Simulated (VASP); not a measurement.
The system is Ge.

```
Ge
1.0
     0.00000    2.78836    2.78836
     2.78836    0.00000    2.78836
     2.78836    2.78836    0.00000
Ge
2
Direct
  0.00000 0.00000 0.00000
  0.25000 0.25000 0.25000
```

This cell differs from its parent crystal: strain -1.7%.

Base run:

```yaml
Program: VASP 6.6.1
Functional: PBE
Potentials_or_basis: VASP PAW PBE potentials, release 64 (Ge_d)
Cutoff: 520 eV
k_mesh: 8 × 8 × 8
Occupations: fermi-dirac, width 0.02 eV
Spin: no spin polarisation
```

Its results: band gap on the k mesh 0.32 eV (least direct gap 0.44 eV); pressure 7.1 GPa.

The run is repeated on the same cell with these changes: functional from PBE to r2SCAN; occupations from fermi-dirac, width 0.02 eV to gaussian, width 0.01 eV. What comes out?

Band gap on the k mesh 0.59 eV (least direct gap 0.83 eV); pressure 4.3 GPa.

Caveats: the cell stands under pressure; the PAW data sets were made with another functional, which shifts forces and pressure a little (at least some runs).

A k mesh can miss the band edges.
